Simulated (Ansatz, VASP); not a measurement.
**Two plane-wave programs on Sr4AuN3**

```
CELL_PARAMETERS angstrom
4.91373 0.00000 0.00000
0.00000 4.91373 0.00000
0.00000 0.00000 8.31143
ATOMIC_POSITIONS crystal
Sr 0.50000 0.00000 0.19704
Sr 0.00000 0.50000 0.80296
Sr 0.00000 0.50000 0.19704
Sr 0.50000 0.00000 0.80296
Au 0.50000 0.50000 0.50000
N 0.50000 0.50000 0.74753
N 0.50000 0.50000 0.25247
N 0.00000 0.00000 0.00000
```

Alike in both runs: functional PBE; k mesh 6 × 6 × 4; occupations gaussian, width 0.1 eV; no spin polarisation.

Ansatz relaxed the structure, and its values are those at the end. VASP's run is a single point on that final structure, the one shown.

```csv
,VASP,Ansatz
version,VASP 6.6.1,Ansatz 0.2.0
potentials or method,"VASP PAW PBE potentials, release 64 (Sr_sv, Au, N), cutoff 600 eV","scalar-relativistic, plane waves, PAW"
valence electrons in the cell,66,74
```

```tsv
	VASP	Ansatz	Ansatz less VASP
gap on the k mesh at the Fermi level (eV)	none	none	-
pressure (GPa)	0.2	0.0	-0.23
rms of the force components (eV/Å)	0.009	0.000	-0.0093
```

A gap of «none» marks a metal or a gap that the smearing closes. VASP's potentials hold 66 valence electrons a cell and Ansatz's 74, so a difference there can come from the potentials and not from the codes.

Neither program's run includes spin-orbit coupling.
